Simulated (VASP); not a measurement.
Set up this calculation in VASP 6.6.1, as the native input.

- Task: single point
- Functional: RPBE
- Dispersion: D3(BJ)
- Potentials or basis: VASP PAW PBE potentials, release 64 (Ge_d)
- Cutoff: 520 eV
- k mesh: 8 × 8 × 8
- Occupations: fermi-dirac, width 0.05 eV
- Spin: no spin polarisation
- Dipole correction: no
- Further INCAR settings: ALGO = Normal; EDIFF = 1e-06; NBANDS = 21

The structure of Ge lies in POSCAR:

```
Ge
1.0
    0.0000000000      2.8843929095      2.8843929095
    2.8843929095      0.0000000000      2.8843929095
    2.8843929095      2.8843929095      0.0000000000
Ge
2
Direct
    0.7500000000      0.7500000000      0.7500000000
    0.5000000000      0.5000000000      0.5000000000
```

These files were run (other wordings do the same):

INCAR

```
PREC = Accurate
ENCUT = 520
EDIFF = 1E-6
ISMEAR = -1
SIGMA = 0.05
LREAL = False
LASPH = True
NELM = 80
ALGO = Normal
ISIF = 2
LWAVE = False
LCHARG = True
GGA = RP
IVDW = 12
LELF = True
LVHAR = True
NBANDS = 21
```

KPOINTS

```
regular mesh
0
Gamma
  8 8 8
```

Potentials or basis: VASP PAW PBE potentials, release 64 (Ge_d).

Run with:

```console
$ cat potpaw_PBE.64/Ge_d/POTCAR > POTCAR
$ mpirun -np 1 vasp_std > vasp.out
```

Results of the run:

```yaml
Pressure: -6.8 GPa
Band_gap_on_the_k_mesh: zero (filled and empty bands touch)
Dispersion_energy_per_atom: -1.191 eV
```

Caveat: the PAW data sets were made with another functional, which shifts forces and pressure a little; pairwise dispersion overbinds metals, which lowers pressure and volume.

It took 16 s on 1 thread of Intel(R) Xeon(R) 6975P-C (Granite Rapids), with other jobs on the host, peak memory 0.17 GiB.
